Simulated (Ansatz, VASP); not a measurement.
**ReP: VASP beside Ansatz**

INCAR

```
SYSTEM = ReP
PREC = Accurate
ENCUT = 520
EDIFF = 1E-7
ISMEAR = 0
SIGMA = 0.05
LREAL = .False.
LASPH = .True.
NELM = 60
ALGO = Normal
ISIF = 2
LWAVE = .False.
LCHARG = .True.
GGA = PE
LELF = .True.
LVHAR = .True.
NBANDS = 13
```

KPOINTS

```
regular mesh
0
Gamma
  12 12 12
  0 0 0
```

Contents of POSCAR:

```
ReP
1.0
    0.0000000000      2.4903254963      2.4903254963
    2.4903254963      0.0000000000      2.4903254963
    2.4903254963      2.4903254963      0.0000000000
Re P
1 1
Direct
    0.5000000000      0.5000000000      0.5000000000
    0.0000000000      0.0000000000      0.0000000000
```

Input for Ansatz:

```yaml
crystal:
  lattice:
    - [0.0, 2.4903254963, 2.4903254963]
    - [2.4903254963, 0.0, 2.4903254963]
    - [2.4903254963, 2.4903254963, 0.0]
  atoms:
    - { symbol: Re, position: [0.5, 0.5, 0.5] }
    - { symbol: P, position: [0.0, 0.0, 0.0] }
basis:
  ecutwfc: 420
  ecutrho_ratio: 4
kpoints:
  mp_grid: { grid: [12, 12, 12] }
hamiltonian:
  xc: pbe
scf:
  occupations: { method: gaussian, width: 0.05 }
output:
  forces: true
  stress: true
  eigenvalues: true
  write_density: true
  write_potential: true
  elf: true
  volumetric_format: npy
```

Alike in both runs: task single point; functional PBE; k mesh 12 × 12 × 12; occupations gaussian, width 0.05 eV; no spin polarisation.

|  | VASP | Ansatz |
| --- | --- | --- |
| version | VASP 6.6.1 | Ansatz 0.2.0 |
| potentials or method | VASP PAW PBE potentials, release 64 (Re, P), cutoff 520 eV | scalar-relativistic, plane waves, PAW |
| valence electrons in the cell | 12 | 20 |

|  | VASP | Ansatz | Ansatz less VASP |
| --- | --- | --- | --- |
| gap on the k mesh at the Fermi level (eV) | none | none | - |
| pressure (GPa) | -7.2 | -7.8 | -0.58 |

A gap of «none» marks a metal or a gap that the smearing closes. VASP's potentials hold 12 valence electrons a cell and Ansatz's 20, so a difference there can come from the potentials and not from the codes.

Neither program's run includes spin-orbit coupling.
